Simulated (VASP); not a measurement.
**WS2: single point with LDA**

The system is WS2, a slab with vacuum.

```
W S
1.0
     3.12631    0.00000    0.00000
    -1.56315    2.70746    0.00000
     0.00000    0.00000   35.28411
W S
4 8
Direct
  0.66667 0.33333 0.41382
  0.66667 0.33333 0.75841
  0.33333 0.66667 0.24159
  0.33333 0.66667 0.58618
  0.66667 0.33333 0.19738
  0.66667 0.33333 0.54190
  0.33333 0.66667 0.36954
  0.33333 0.66667 0.71412
  0.66667 0.33333 0.28588
  0.66667 0.33333 0.63046
  0.33333 0.66667 0.45810
  0.33333 0.66667 0.80262
```

| Property | Result |
| --- | --- |
| Program | VASP 6.6.1 |
| Task | single point |
| Functional | LDA |
| Potentials or basis | VASP PAW LDA potentials, release 64 (W_sv, S) |
| Cutoff | 520 eV |
| k mesh | 12 × 12 × 1 |
| Occupations | gaussian, width 0.05 eV |
| Spin | no spin polarisation |

```json
{
  "Largest force": "0.046 eV/Å",
  "Band gap on the k mesh": "1.01 eV, indirect (least direct gap 1.91 eV)"
}
```

Forces in eV/Å, atoms in the order of the input:
```
W    0.000  0.000  0.000
W    0.000  0.000  0.001
W    0.000  0.000 -0.001
W    0.000  0.000  0.000
S    0.000  0.000 -0.046
S    0.000  0.000 -0.044
S    0.000  0.000 -0.044
S    0.000  0.000 -0.045
S    0.000  0.000  0.045
S    0.000  0.000  0.044
S    0.000  0.000  0.044
S    0.000  0.000  0.046
```

Levels at points of the mesh, in eV from the valence-band top:
```tsv
k point	band 49	band 50	band 51	band 52	band 53	band 54	band 55	band 56
(0.00, 0.00, 0.00)	-1.15	-0.61	-0.22	0.00	2.39	2.39	2.39	2.39
(0.50, 0.00, 0.00)	-1.68	-1.61	-1.55	-1.52	2.41	2.43	2.44	2.45
```

It took 10 min on 1 thread of Intel Xeon 6975P-C (shared host), peak memory 0.47 GiB.

Caveat: spin-orbit coupling is left out, which moves the levels of the heavy elements.
